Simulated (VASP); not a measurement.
Input of a VASP 6.6.1 run:

File INCAR:

```
SYSTEM = C
  PREC = Accurate
  ENCUT = 520
  EDIFF = 1E-7
  ISMEAR = 0
  SIGMA = 0.018000000000000002
  LREAL = .FALSE.
  LASPH = .TRUE.
  NELM = 100
  ALGO = Normal
  ISIF = 2
  LWAVE = .FALSE.
  LCHARG = .FALSE.
  GGA = PE
  NBANDS = 11
```

The input KPOINTS:

```
Automatic mesh
0
G
  13 13 13
  0 0 0
```

The input POSCAR:

```
C
1.0
    0.0000000000      1.7833700000      1.7833700000
    1.7833700000      0.0000000000      1.7833700000
    1.7833700000      1.7833700000      0.0000000000
C
2
Direct
    0.7500000000      0.7500000000      0.7500000000
    0.5000000000      0.5000000000      0.5000000000
```

Potentials or basis: VASP PAW PBE potentials, release 64 (C).

Launch:

```bash
$ cat potpaw_PBE.64/C/POTCAR > POTCAR
$ mpirun -np 1 vasp_std > vasp.out
```

Task: Predict the band gap on the k mesh.

Result: 4.14 eV, indirect (least direct gap 5.59 eV).

Task: Predict the pressure.

Result: 2.5 GPa.

A k mesh can miss the band edges.
